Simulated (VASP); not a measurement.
# Se (P3_221) in VASP: further runs

The runs below take Se through single point, with PBE.

Program: VASP 6.6.1. These are calculated values, not measurements. Logs are shortened: lines on timing, memory, paths and dates and some standing lists are left out, and cuts for length are marked.

### Step 1. The cell of the first run

The structure is trigonal, space group P3_221 (No. 154). The conventional cell has a = 4.266 Å, b = 4.266 Å, c = 4.848 Å, α = 90.00°, β = 90.00°, γ = 120.00°. Within 3.0 Å of Se (site symmetry 2) lie 2 Se at 2.28 Å.

### Step 2. Single point, PBE (25.47 Å³/atom)

Contents of INCAR:

```
  ALGO = Normal
  EDIFF = 1E-7
  ENCUT = 520
  GGA = PE
  ISIF = 2
  ISMEAR = -1
  LASPH = True
  LCHARG = True
  LELF = True
  LREAL = False
  LVHAR = True
  LWAVE = False
  NBANDS = 16
  NELM = 100
  PREC = Accurate
  SIGMA = 0.03
```

Contents of KPOINTS:

```
k-points
0
Gamma
  8 8 6
```

Contents of POSCAR:

```
Se
1.0
    4.2662637173      0.0000000000      0.0000000000
   -2.1331318586      3.6946927584      0.0000000000
    0.0000000000      0.0000000000      4.8484124658
Se
3
Direct
    0.2170000000      0.0000000000      0.1666666667
    0.0000000000      0.2170000000      0.8333333333
    0.7830000000      0.7830000000      0.5000000000
```

Potentials or basis: VASP PAW PBE potentials, release 64 (Se).

Command:

```bash
cat potpaw_PBE.64/Se/POTCAR > POTCAR
mpirun -np 1 vasp_std > vasp.out
```

OUTCAR:

```text
EDIFF = 1E-7
   ENCUT = 520
   GGA = PE
   ISIF = 2
   ISMEAR = -1
   LASPH = True
   LREAL = False
   NELM = 100
   PREC = Accurate

 ion  position               nearest neighbor table
   1  0.217  0.000  0.167-   3 2.28   2 2.28
   2  0.000  0.217  0.833-   3 2.28   1 2.28
   3  0.783  0.783  0.500-   2 2.28   1 2.28

  LATTYP: Found a hexagonal cell.
 ALAT       =     4.2662637173
 C/A-ratio  =     1.1364539998

  Lattice vectors:

 A1 = (   4.2662637173,   0.0000000000,   0.0000000000)
 A2 = (  -2.1331318586,   3.6946927584,   0.0000000000)
 A3 = (   0.0000000000,   0.0000000000,   4.8484124658)

Analysis of symmetry for initial positions (statically):
=====================================================================
 Subroutine PRICEL returns:
 Original cell was already a primitive cell.

 Routine SETGRP: Setting up the symmetry group for a
 hexagonal supercell.

 Subroutine GETGRP returns: Found  6 space group operations
 (whereof  2 operations were pure point group operations)
 out of a pool of 24 trial point group operations.

The static configuration has the point symmetry C_2 .
 The point group associated with its full space group is D_3 .

Analysis of symmetry for dynamics (positions and initial velocities):
=====================================================================
 Subroutine PRICEL returns:
 Original cell was already a primitive cell.

 Routine SETGRP: Setting up the symmetry group for a
 hexagonal supercell.

 Subroutine GETGRP returns: Found  6 space group operations
 (whereof  2 operations were pure point group operations)
 out of a pool of 24 trial point group operations.

The dynamic configuration has the point symmetry C_2 .
 The point group associated with its full space group is D_3 .

 Subroutine INISYM returns: Found  6 space group operations
 (whereof  2 operations are pure point group operations),
 and found     1 'primitive' translations

----------------------------------------------------------------------------------------

                                     Primitive cell

  volume of cell :      76.4233

  direct lattice vectors                    reciprocal lattice vectors
     4.266263717  0.000000000  0.000000000     0.234397137  0.135329250  0.000000000
    -2.133131859  3.694692758  0.000000000     0.000000000  0.270658500  0.000000000
     0.000000000  0.000000000  4.848412466     0.000000000  0.000000000  0.206253079

  length of vectors
     4.266263717  4.266263717  4.848412466     0.270658500  0.270658500  0.206253079

  position of ions in fractional coordinates (direct lattice)
     0.217000000  0.000000000  0.166666667
     1.000000000  0.217000000  0.833333333
     0.783000000  0.783000000  0.500000000

  ion indices of the primitive-cell ions
   primitive index   ion index
                 1           1
                 2           2
                 3           3

----------------------------------------------------------------------------------------

 KPOINTS: k-points

Automatic generation of k-mesh.
 Grid dimensions read from file:
 generate k-points for:    8    8    6

 Generating k-lattice:

  Cartesian coordinates                     Fractional coordinates (reciprocal lattice)
     0.029299642  0.016916156  0.000000000     0.125000000 -0.000000000  0.000000000
     0.000000000  0.033832313  0.000000000     0.000000000  0.125000000  0.000000000
     0.000000000  0.000000000  0.034375513     0.000000000  0.000000000  0.166666667

  Length of vectors
     0.033832313  0.033832313  0.034375513

  Shift w.r.t. Gamma in fractional coordinates (k-lattice)
     0.000000000  0.000000000  0.000000000

 Subroutine IBZKPT returns following result:
 ===========================================

 Found     50 irreducible k-points:

 Following reciprocal coordinates:
            Coordinates               Weight
  0.000000  0.000000  0.000000      1.000000
  0.125000 -0.000000  0.000000      6.000000
  0.250000 -0.000000  0.000000      6.000000
  0.375000 -0.000000  0.000000      6.000000
  0.500000 -0.000000  0.000000      3.000000
  0.125000  0.125000  0.000000      6.000000
[... 16 lines left out ...]
 -0.125000  0.500000  0.166667     12.000000
  0.250000  0.250000  0.166667     12.000000
 [... further k-points ...]
   k-points           NKPTS =     50   k-points in BZ     NKDIM =     50   number of bands    NBANDS=     16
   number of dos      NEDOS =    301   number of ions     NIONS =      3
   total plane-waves  NPLWV =  36864
   dimension x,y,z NGX =    32 NGY =   32 NGZ =   36
   dimension x,y,z NGXF=    64 NGYF=   64 NGZF=   72
   ions per type =               3
   NGX,Y,Z   is equivalent  to a cutoff of  12.47, 12.47, 12.34 a.u.
   NGXF,Y,Z  is equivalent  to a cutoff of  24.94, 24.94, 24.69 a.u.
 SYSTEM =  unknown system
   PREC   = accura    normal or accurate (medium, high low for compatibility)
   ISTART =      0    job   : 0-new  1-cont  2-samecut
   ICHARG =      2    charge: 1-file 2-atom 10-const
   ISPIN  =      1    spin polarized calculation?
   LNONCOLLINEAR =      F non collinear calculations
   LSORBIT =      F    spin-orbit coupling
   LASPH  =      T    aspherical Exc in radial PAW
   ENCUT  =  520.0 eV  38.22 Ry    6.18 a.u.   7.93  7.93  9.01*2*pi/ulx,y,z
   NELM   =    100;   NELMIN=  2; NELMDL= -5     # of ELM steps
   EDIFF  = 0.1E-06   stopping-criterion for ELM
   LREAL  =      F    real-space projection
   EDIFFG = 0.1E-05   stopping-criterion for IOM
   NSW    =      0    number of steps for IOM
   IBRION =     -1    ionic relax: 0-MD 1-quasi-New 2-CG
   NFREE  =      0    steps in history (QN), initial steepest desc. (CG)
   ISIF   =      2    stress and relaxation
   ISYM   =      2    0-nonsym 1-usesym 2-fastsym
   POTIM  = 0.5000    time-step for ionic-motion
   TEBEG  =    0.0;   TEEND  =   0.0 temperature during run
   PSTRESS=    0.0 pullay stress
   NELECT =      18.0000    total number of electrons
   NUPDOWN=      -1.0000    fix difference up-down
   EMIN   =  10.00;   EMAX   =-10.00  energy-range for DOS
   EFERMI =   0.00;   METHOD = LEGACY
   ISMEAR =    -1;   SIGMA  =   0.03  broadening in eV -4-tet -1-fermi 0-gaus
   EFERMI_NEDOS =   21; number of points for ismear=-14 and -15
   IALGO  =     38    algorithm
   IMIX   =      4    mixing-type and parameters
     AMIX     =   0.40;   BMIX     =  1.00
     AMIX_MAG =   1.60;   BMIX_MAG =  1.00
  volume/ion in A,a.u.               =      25.47       171.91
  Fermi-wavevector in a.u.,A,eV,Ry     =   1.011014  1.910539 13.907184  1.022149
  Thomas-Fermi vector in A             =   2.144038
   LORBIT       =      0    0 simple, 1 ext, 2 COOP (PROOUT), +10 PAW based schemes
   GGA     = PE    functional components
   LHFCALC =     F    Hartree Fock is set to
   AEXX    =    0.0000 exact exchange contribution
   IVDW    =     0    specifies the selected vdW correction
   LEPSILON=     F    determine dielectric tensor
   LRPA    =     F    only Hartree local field effects (RPA)
 non-spin polarized calculation
  energy-cutoff  :      520.00
  volume of cell :       76.42
 maximum number of plane-waves:      2072
   NGX = 15   NGY = 15   NGZ = 19

 number of electron      18.0000003 magnetization

 Free energy of the ion-electron system (eV)
  ---------------------------------------------------
  ext. energy  EPLUGINS =         0.00000000
  ---------------------------------------------------
  free energy    TOTEN  =       -10.12518004 eV

  energy without entropy =      -10.12518004  energy(sigma->0) =      -10.12518004

 E-fermi :   4.0113     XC(G=0):  -9.1032

 val. band max:        3.4472428779   @ k =   0.5000  -0.0000   0.5000
 cond. band min:       4.6069902023   @ k =   0.3750   0.2500   0.5000
 fundamental gap:      1.1597473244
 Fermi energy:         4.0113486049

 k-point     1 :       0.0000    0.0000    0.0000
  band No.  band energies     occupation
      1     -13.2865      2.00000
      2      -8.6205      2.00000
      3      -8.6205      2.00000
      4      -0.7529      2.00000
      5      -0.7529      2.00000
      6      -0.6866      2.00000
[... 8 lines left out ...]
     15       9.6424      0.00000
     16      11.7257      0.00000

 k-point     2 :       0.1250   -0.0000    0.0000
  band No.  band energies     occupation
      1     -13.2248      2.00000
      2      -8.6732      2.00000
      3      -8.6079      2.00000
      4      -1.3882      2.00000
      5      -0.9805      2.00000
      6      -0.4232      2.00000
[... 8 lines left out ...]
     15      10.3959      0.00000
     16      11.6440      0.00000

 k-point     3 :       0.2500   -0.0000    0.0000
  band No.  band energies     occupation
      1     -13.0648      2.00000
      2      -8.8249      2.00000
      3      -8.5770      2.00000
      4      -1.9990      2.00000
      5      -1.3496      2.00000
      6      -0.4451      2.00000
[... 8 lines left out ...]
     15      11.3223      0.00000
     16      12.1156      0.00000

 k-point     4 :       0.3750   -0.0000    0.0000
  band No.  band energies     occupation
      1     -12.8851      2.00000
      2      -9.0153      2.00000
      3      -8.5453      2.00000
      4      -2.3186      2.00000
      5      -1.6268      2.00000
      6      -0.4466      2.00000
[... 8 lines left out ...]
     15      12.2128      0.00000
     16      13.1930      0.00000
[... 324 lines left out ...]
 k-point    22 :       0.3750    0.1250    0.1667
  band No.  band energies     occupation
      1     -12.6683      2.00000
      2      -9.8329      2.00000
      3      -7.9064      2.00000
      4      -2.3602      2.00000
      5      -2.1231      2.00000
      6      -0.4150      2.00000
[... 8 lines left out ...]
     15      12.4955      0.00000
     16      13.2189      0.00000

 k-point    23 :      -0.1250    0.5000    0.1667
  band No.  band energies     occupation
      1     -12.6693      2.00000
      2      -9.8203      2.00000
      3      -7.9326      2.00000
      4      -2.3274      2.00000
      5      -2.0645      2.00000
      6      -0.3101      2.00000
[... 8 lines left out ...]
     15      12.0964      0.00000
     16      12.9727      0.00000

 k-point    24 :       0.2500    0.2500    0.1667
  band No.  band energies     occupation
      1     -12.6705      2.00000
      2      -9.8172      2.00000
      3      -7.9275      2.00000
      4      -2.3951      2.00000
      5      -2.0544      2.00000
      6      -0.2330      2.00000
[... 8 lines left out ...]
     15      12.1926      0.00000
     16      13.0748      0.00000

 [... further k-points ...]

------------------------ aborting loop because EDIFF is reached ----------------------------------------

  FORCE on cell =-STRESS in cart. coord.  units (eV):
  Direction    XX          YY          ZZ          XY          YZ          ZX
  --------------------------------------------------------------------------------------
  -------------------------------------------------------------------------------------
  Total        4.1454147      4.1454147      6.9899875      0.0000000      0.0000000      0.0000000
  in kB       86.9066440     86.9066440    146.5417568      0.0000000      0.0000000      0.0000000
  external PRESSURE =     106.7850149 kB  Pullay stress =       0.0000000 kB

 VOLUME and BASIS-vectors are now :
 -----------------------------------------------------------------------------
  energy-cutoff  :      520.00
  volume of cell :       76.42
      direct lattice vectors                 reciprocal lattice vectors
     4.266263717  0.000000000  0.000000000     0.234397137  0.135329250  0.000000000
    -2.133131859  3.694692758  0.000000000     0.000000000  0.270658500  0.000000000
     0.000000000  0.000000000  4.848412466     0.000000000  0.000000000  0.206253079

 POSITION                                       TOTAL-FORCE (eV/Angst)
 -----------------------------------------------------------------------------------
      0.92578      0.00000      0.80807         2.027998     -0.000000     -0.000000
     -0.46289      0.80175      4.04034        -1.013999      1.756298      0.000000
      1.67024      2.89294      2.42421        -1.013999     -1.756298     -0.000000
 -----------------------------------------------------------------------------------
    total drift:                               -0.000000     -0.000000      0.000000

  FREE ENERGIE OF THE ION-ELECTRON SYSTEM (eV)
  ---------------------------------------------------
  free  energy   TOTEN  =       -10.1251800379 eV

  energy  without entropy=      -10.1251800378  energy(sigma->0) =      -10.12518004
```

It took 31 s on 1 thread of Intel Xeon 6975P-C, shared host; peak memory 0.2 GiB.

What came out:

```
Free energy            : -10.1252 eV
Pressure               : 10.7 GPa
Largest force          : 2.028 eV/Å
Band gap on the k mesh : 1.16 eV (least direct gap 1.24 eV)
```

Forces in eV/Å, atoms in the order of the input:
```
Se   2.028  0.000  0.000
Se  -1.014  1.756  0.000
Se  -1.014 -1.756  0.000
```

Stress tensor (GPa, compression positive):
```
 8.69  0.00  0.00
 0.00  8.69  0.00
 0.00  0.00 14.65
```

Levels at points of the mesh, in eV from the valence-band top:
```
           k point  band 5  band 6  band 7  band 8  band 9  band 10  band 11  band 12  band 13  band 14
(0.00, 0.00, 0.00)   -4.20   -4.13   -2.48   -2.48   -0.52     2.12     2.12     2.43     6.10     6.20
(0.50, 0.00, 0.00)   -5.18   -3.79   -3.22   -2.16   -1.22     2.09     2.66     4.61     5.16     7.60
(0.00, 0.00, 0.50)   -3.75   -3.75   -1.81   -1.81   -1.40     1.23     1.36     1.36     5.87     7.21
(0.50, 0.00, 0.50)   -4.95   -4.68   -2.13   -1.65    0.00     1.61     2.83     3.29     6.17     7.84
```

Caveat: the stress differs along the axes, from 9 to 15 GPa; forces of over 1 eV/Å act on the atoms, so gaps and moduli don't describe the material at rest. A k mesh can miss the band edges.

(Continued in part 2 of 2.)
